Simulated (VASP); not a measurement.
Input of a VASP 6.6.1 run:

INCAR

```
SYSTEM = ZrH5
ALGO = Normal ; EDIFF = 1E-6
ENCUT = 500 ; GGA = PE
GGA_COMPAT = .FALSE. ; ISIF = 2
ISMEAR = 0 ; LASPH = .TRUE.
LCHARG = .TRUE. ; LELF = .TRUE.
LREAL = .FALSE. ; LVHAR = .TRUE.
LWAVE = .FALSE. ; NBANDS = 18
NELM = 120 ; PREC = Accurate
SIGMA = 0.2
```

KPOINTS

```
k-points
0
G
  4 4 4
  0 0 0
```

Contents of POSCAR:

```
ZrH5
1.0
    3.7320613572      0.0000000000      0.0000000000
   -1.8660306786      3.2320599438      0.0000000000
    0.0000000000      0.0000000000      3.3159538362
Zr H
1 5
Direct
    0.0000000000      0.0000000000      0.5000000000
    0.0000000000      0.7025106586      0.0000000000
    0.3333333333      0.6666666667      0.5000000000
    0.7025106586      0.0000000000      0.0000000000
    0.6666666667      0.3333333333      0.5000000000
    0.2974893414      0.2974893414      0.0000000000
```

Potentials or basis: VASP PAW PBE potentials, release 64 (Zr_sv, H).

Command:

```console
$ cat potpaw_PBE.64/Zr_sv/POTCAR potpaw_PBE.64/H/POTCAR > POTCAR
$ mpirun -np 1 vasp_std > vasp.out
```

Task: Estimate the largest force.

Result: 0.035 eV/Å.

Task: What does it give for the band gap on the k mesh?

Result: Zero (an odd number of electrons rules out a gap without spin polarisation).

Forces on the atoms (eV/Å):
```
Zr   0.000  0.000  0.000
H   -0.017  0.030  0.000
H    0.000  0.000  0.000
H    0.035  0.000  0.000
H    0.000  0.000  0.000
H   -0.017 -0.030  0.000
```

Caveat: the k points lie up to 0.49 Å⁻¹ apart, too coarse for converged energies and pressures of a metal.
